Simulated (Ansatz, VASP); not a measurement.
## BN in VASP and in Ansatz

```
B N
1.0
    -0.27186    1.71724    1.81239
     1.81239   -0.27186    1.81239
     1.54053    1.44538    0.00000
B N
1 1
Direct
  0.00000 0.00000 0.00000
  0.75000 0.75000 0.75000
```

Change from the starting cell: engineering shear strain xz -0.3000, normal strain along z -0.0525.

Alike in both runs: task single point; functional PBE; k mesh 12 × 12 × 12; occupations gaussian, width 0.05 eV; no spin polarisation.

|  | VASP | Ansatz |
| --- | --- | --- |
| version | VASP 6.6.1 | Ansatz 0.2.0 |
| potentials or method | VASP PAW PBE potentials, release 64 (B, N), cutoff 520 eV | scalar-relativistic, plane waves, PAW |
| valence electrons in the cell | 8 | 8 |

```tsv
	VASP	Ansatz	Ansatz less VASP
gap on the k mesh at the Fermi level (eV)	0.15	0.16	+0.012
least direct gap on the mesh (eV)	2.47	2.47	-0.001
pressure (GPa)	73.9	73.3	-0.52
traceless stress, the component that is largest in VASP (GPa)	177.81	176.99	-0.814
rms of the force components (eV/Å)	1.031	1.005	-0.0258
```

Atom by atom the forces differ by 0.026 eV/Å (rms over components). Both programs put the cell under a high pressure, so it lies far from rest at this level. With one functional, cell and mesh, what is left measures potentials, basis and numerics.

Noted on VASP's run: the cell as given lies far from equilibrium.
